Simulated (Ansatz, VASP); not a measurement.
**O in VASP and in Ansatz**

```xyz
2
Lattice="2.7015 -1.7145 0.0000 2.7015 1.7145 0.0000 -1.9650 0.0000 3.7480" Properties=species:S:1:pos:R:3 pbc="T T T"
O     0.0451    0.0000    0.5734
O     3.3929    0.0000    3.1745
```

Alike in both runs: task electric field gradients; functional PBE; k mesh 11 × 11 × 8; occupations fermi-dirac, width 0.01 eV; no spin polarisation.

|  | VASP | Ansatz |
| --- | --- | --- |
| version | VASP 6.6.1 | Ansatz 0.2.0 |
| potentials or method | VASP PAW PBE potentials, release 64 (O), cutoff 520 eV | all-electron PAW with datasets made for the crystal, scalar-relativistic |

|  | VASP | Ansatz | Ansatz less VASP |
| --- | --- | --- | --- |
| pressure (GPa) | 11.0 | 7.6 | -3.43 |
| traceless stress, the component that is largest in VASP (GPa) | 30.94 | 23.57 | -7.370 |
| rms of the force components (eV/Å) | 4.618 | 3.391 | -1.2275 |
| size of Vzz on the site where it differs most (V/Å²) | 114.3 | 108.3 | -5.94 |

Atom by atom the forces differ by 1.228 eV/Å (rms over components). Ansatz ran all-electron here, and VASP with PAW potentials.

Noted on VASP's run: the standard files for N, O and F lose accuracy on very short bonds; spin is off for a triplet molecule.
